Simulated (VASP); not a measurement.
SrCl2:

```
Sr Cl
1.0
     0.00000    3.48835    3.48835
     3.48835    0.00000    3.48835
     3.48835    3.48835    0.00000
Sr Cl
1 2
Direct
  0.00000 0.00000 0.00000
  0.25000 0.25000 0.25000
  0.75000 0.75000 0.75000
```

Base run:

```yaml
Program: VASP 6.6.1
Functional: PBEsol
Potentials_or_basis: VASP PAW PBE potentials, release 64 (Sr_sv, Cl)
Cutoff: 500 eV
k_mesh: 5 × 5 × 5, shifted
Occupations: gaussian, width 0.01 eV
Spin: no spin polarisation
```

Its results: band gap on the k mesh 5.46 eV (least direct gap 5.57 eV); pressure -1.0 GPa.

Task: The run is repeated on the same cell with these changes: functional from PBEsol to revPBE. What comes out?

Result: Band gap on the k mesh 5.91 eV; pressure 2.6 GPa.

revPBE binds less tightly than PBEsol, so the same cell stands under more pressure.

Caveats: the PAW data sets were made with another functional, which shifts forces and pressure a little; a shifted mesh leaves out Γ, where band edges can lie.

A k mesh can miss the band edges.
